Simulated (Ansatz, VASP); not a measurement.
## ZnS: VASP beside Ansatz

Contents of INCAR:

```
ALGO = Normal ; DIPOL = 0.5 0.5 0.500
EDIFF = 1E-6 ; ENCUT = 520
GGA = PE ; IDIPOL = 3
ISIF = 2 ; ISMEAR = 0
LASPH = T ; LCHARG = F
LDIPOL = T ; LREAL = F
LWAVE = F ; NBANDS = 66
NELM = 60 ; PREC = Accurate
SIGMA = 0.05
```

File KPOINTS:

```
k-points
0
Gamma
  9 9 1
```

Contents of POSCAR:

```
ZnS
1.0
    3.8488726992      0.0000000000      0.0000000000
   -1.9244363496      3.3332215334      0.0000000000
    0.0000000000      0.0000000000     31.4986048463
S Zn
6 6
Direct
    0.0000000000      0.0000000000      0.2381057839
    0.3333333333      0.6666666667      0.3378750091
    0.6666666667      0.3333333333      0.4376442343
    0.0000000000      0.0000000000      0.5374134594
    0.3333333333      0.6666666667      0.6371826846
    0.6666666667      0.3333333333      0.7369519098
    0.3333333333      0.6666666667      0.2630480902
    0.6666666667      0.3333333333      0.3628173154
    0.0000000000      0.0000000000      0.4625865406
    0.3333333333      0.6666666667      0.5623557657
    0.6666666667      0.3333333333      0.6621249909
    0.0000000000      0.0000000000      0.7618942161
```

Input for Ansatz:

```yaml
crystal:
  lattice:
    - [3.8488726992, 0.0, 0.0]
    - [-1.9244363496, 3.3332215334, 0.0]
    - [0.0, 0.0, 31.4986048463]
  atoms:
    - { symbol: S, position: [0.0, 0.0, 0.2381057839] }
    - { symbol: Zn, position: [0.3333333333, 0.6666666667, 0.2630480902] }
    - { symbol: S, position: [0.3333333333, 0.6666666667, 0.3378750091] }
    - { symbol: Zn, position: [0.6666666667, 0.3333333333, 0.3628173154] }
    - { symbol: S, position: [0.6666666667, 0.3333333333, 0.4376442343] }
    - { symbol: Zn, position: [0.0, 0.0, 0.4625865406] }
    - { symbol: S, position: [0.0, 0.0, 0.5374134594] }
    - { symbol: Zn, position: [0.3333333333, 0.6666666667, 0.5623557657] }
    - { symbol: S, position: [0.3333333333, 0.6666666667, 0.6371826846] }
    - { symbol: Zn, position: [0.6666666667, 0.3333333333, 0.6621249909] }
    - { symbol: S, position: [0.6666666667, 0.3333333333, 0.7369519098] }
    - { symbol: Zn, position: [0.0, 0.0, 0.7618942161] }
basis:
  ecutwfc: 420
kpoints:
  mp_grid: { grid: [9, 9, 1] }
hamiltonian:
  xc: pbe
scf:
  occupations: { method: gaussian, width: 0.05 }
output:
  forces: true
  stress: true
  eigenvalues: true
  write_density: true
  write_potential: true
  elf: true
  volumetric_format: npy
efield:
  axis: 3
  dipole_correction: true
  ramp_width: 0.04
```

Alike in both runs: task single point; functional PBE; k mesh 9 × 9 × 1; occupations gaussian, width 0.05 eV; no spin polarisation.

```csv
,VASP,Ansatz
version,VASP 6.6.1,Ansatz 0.2.0
potentials or method,"VASP PAW PBE potentials, release 64 (S, Zn), cutoff 520 eV","scalar-relativistic, plane waves, PAW"
valence electrons in the cell,108,108
```

```csv
,VASP,Ansatz,Ansatz less VASP
gap on the k mesh at the Fermi level (eV),none,none,-
rms of the force components (eV/Å),0.234,0.234,-0.0006
```

A gap of «none» marks a metal or a gap that the smearing closes. Ansatz's warnings: xc potential rough in thin density.
